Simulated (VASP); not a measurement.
A run of VASP 6.6.1:

The input INCAR:

```
PREC = Accurate
ENCUT = 520
EDIFF = 1E-6
ISMEAR = 0
SIGMA = 0.1
LREAL = False
LASPH = True
NELM = 60
ALGO = Fast
ISIF = 2
LWAVE = False
LCHARG = False
LDIPOL = True
IDIPOL = 3
DIPOL = 0.5 0.5 0.500
GGA = CA
NBANDS = 40
```

KPOINTS

```
Automatic mesh
0
Gamma
  12 12 1
```

Contents of POSCAR:

```
In
1.0
    3.2661645816      0.0000000000      0.0000000000
    1.6332812681      2.8284666117      0.0000000000
    0.0000000000      0.0000000000     25.6670321628
In
5
Direct
    0.3332791837      0.3332791837      0.2922036312
    0.6665583674      0.6665583674      0.3961018156
    0.9998375511      0.9998375511      0.5000000000
    0.3331167349      0.3331167349      0.6038981844
    0.6663959186      0.6663959186      0.7077963688
```

Potentials or basis: VASP PAW LDA potentials, release 64 (In_d).

The run is started by

```console
$ cat potpaw_LDA.64/In_d/POTCAR > POTCAR
$ mpirun -np 1 vasp_std > vasp.out
```

Hardware: 1 thread of Intel(R) Xeon(R) 6975P-C (Granite Rapids), on a shared host.

How long does it take, and how much memory?

Run time: 4 min on 1 thread of Intel(R) Xeon(R) 6975P-C (Granite Rapids) (shared host), peak memory 0.43 GiB. Counts: scf iterations 22, k points 43.
